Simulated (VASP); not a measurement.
A run of VASP 6.6.1:

Contents of INCAR:

```
SYSTEM = BN2
ALGO = Normal ; EDIFF = 1E-6
ENCUT = 520 ; GGA = PE
ISIF = 2 ; ISMEAR = 0
LASPH = .True. ; LCHARG = .True.
LELF = .True. ; LREAL = .False.
LVHAR = .True. ; LWAVE = .False.
NBANDS = 22 ; NELM = 80
PREC = Accurate ; SIGMA = 0.1
```

File KPOINTS:

```
k-points
0
Gamma
  10 8 6
  0 0 0
```

Contents of POSCAR:

```
BN2
1.0
   -0.0006125667      0.0019803895      2.9567903328
    3.6088353229      0.0038757852      0.0006015144
   -0.0044828982      3.6130408938     -0.0025269145
B N
2 4
Direct
    0.3336191309      0.5000005498      0.5000025826
   -0.1664414408      1.0000026235     -0.0000151096
    0.5831974032      0.3676933485      0.8677041272
    0.0831872227      0.8676679806      0.6322786626
    0.5832101401      0.6323547694      0.1323632716
    0.0832275440      0.1322807284      0.3676664656
```

Potentials or basis: VASP PAW PBE potentials, release 64 (B, N).

Command:

```sh
$ cat potpaw_PBE.64/B/POTCAR potpaw_PBE.64/N/POTCAR > POTCAR
$ mpirun -np 1 vasp_std > vasp.out
```

Hardware: 1 thread of AMD EPYC 9R14 (Zen 4), on a shared host.

Task: How long does it take, and how much memory?

Result: It took 110 s on 1 thread of AMD EPYC 9R14 (Zen 4), with other jobs on the host, peak memory 0.24 GiB. Counts: scf iterations 13, k points 244.
